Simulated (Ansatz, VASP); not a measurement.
## W in VASP and in Ansatz

Contents of INCAR:

```
  PREC = Accurate
  ENCUT = 520
  EDIFF = 1E-6
  ISMEAR = 0
  SIGMA = 0.15
  LREAL = F
  LASPH = T
  NELM = 80
  ALGO = Fast
  ISIF = 2
  LWAVE = F
  LCHARG = T
  GGA = PS
  LELF = T
  LVHAR = T
  NBANDS = 66
  LUSENCCL = F
```

KPOINTS

```
Automatic mesh
0
Gamma
  8 8 8
```

POSCAR

```
W
1.0
    5.0320434148      0.0000000000      0.0000000000
    0.0000000000      5.0320434148      0.0000000000
    0.0000000000      0.0000000000      5.0320434148
W
8
Direct
    0.0006391241      0.0000000000      0.0000000000
    0.5006391241      0.5000000000      0.5000000000
    0.0011708861      0.5000000000      0.2500000000
    0.0011708861      0.5000000000      0.7500000000
    0.2470191036      0.0000000000      0.5000000000
    0.7470191036      0.0000000000      0.5000000000
    0.5011708861      0.7500000000      0.0000000000
    0.5011708861      0.2500000000      0.0000000000
```

Input for Ansatz:

```yaml
crystal:
  lattice:
    - [5.0320434148, 0.0, 0.0]
    - [0.0, 5.0320434148, 0.0]
    - [0.0, 0.0, 5.0320434148]
  atoms:
    - { symbol: W, position: [0.0006391241, 0.0, 0.0] }
    - { symbol: W, position: [0.5006391241, 0.5, 0.5] }
    - { symbol: W, position: [0.0011708861, 0.5, 0.25] }
    - { symbol: W, position: [0.0011708861, 0.5, 0.75] }
    - { symbol: W, position: [0.2470191036, 0.0, 0.5] }
    - { symbol: W, position: [0.7470191036, 0.0, 0.5] }
    - { symbol: W, position: [0.5011708861, 0.75, 0.0] }
    - { symbol: W, position: [0.5011708861, 0.25, 0.0] }
basis:
  ecutwfc: 420
kpoints:
  mp_grid: { grid: [8, 8, 8] }
hamiltonian:
  xc: pbesol
scf:
  occupations: { method: gaussian, width: 0.15 }
output:
  forces: true
  stress: true
  eigenvalues: true
```

Change from the starting cell: mode 4 (100.5 1/cm) frozen in, largest displacement +0.015 Å.

Alike in both runs: task single point; functional PBEsol; k mesh 8 × 8 × 8; occupations gaussian, width 0.15 eV; no spin polarisation.

```csv
,VASP,Ansatz
version,VASP 6.6.1,Ansatz 0.2.0
potentials or method,"VASP PAW PBE potentials, release 64 (W_sv), cutoff 520 eV","scalar-relativistic, plane waves, PAW"
valence electrons in the cell,112,112
```

|  | VASP | Ansatz | Ansatz less VASP |
| --- | --- | --- | --- |
| gap on the k mesh at the Fermi level (eV) | none | none | - |
| pressure (GPa) | 0.8 | 0.0 | -0.75 |
| rms of the force components (eV/Å) | 0.034 | 0.034 | 0.0000 |

VASP's potentials were made for PBE, not for PBEsol. Atom by atom the forces differ by 0.000 eV/Å (rms over components). A gap of «none» marks a metal or a gap that the smearing closes.

Neither program's run includes spin-orbit coupling.
